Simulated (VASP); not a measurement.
Runs of VASP 6.6.1 on Ta2Si. The structure is that of space group I4/mcm (No. 140), or close to it. The cells are those of the table. 

```tsv
task	cell	k mesh	cutoff (eV)	smearing	gap on the mesh (eV)	pressure (GPa)	largest force (eV/Å)
relaxation of shape and atoms at fixed volume	relaxed from a = 5.116 Å, angles 104.6, 104.6, 119.7°, 6 atoms	10 × 10 × 10	600	gaussian 0.1 eV	none	-11.6	0.01
single point	a = 5.018 Å, angles 104.6, 104.6, 119.7°, 6 atoms	10 × 10 × 10	520	gaussian 0.15 eV	none	0.3	0.01
single point	a = 5.044 Å, angles 104.5, 104.5, 120.0°, 6 atoms	6 × 6 × 6	520	gaussian 0.1 eV	none	-2.8	(a)
single point	a = 5.018 Å, angles 104.6, 104.6, 119.7°, 6 atoms	12 × 12 × 12	520	gaussian 0.15 eV	none	0.3	0.01
single point	a = 5.018 Å, angles 104.6, 104.6, 119.7°, 6 atoms	10 × 10 × 10	520	gaussian 0.1 eV	none	0.3	0.01
```

Alike in all rows: level PBEsol; potentials or basis VASP PAW PBE potentials, release 64 (Ta_pv, Si); no spin polarisation.

**Question.** Fill in the values left out.

**Answer.** (a) 0.08.

Caveats: the PAW data sets were made with another functional, which shifts forces and pressure a little; spin-orbit coupling is left out, which moves the levels of the heavy elements.

A k mesh can miss the band edges, and the runs leave out spin-orbit coupling on Ta.

A gap of «none» marks levels without a gap at the run's occupations.
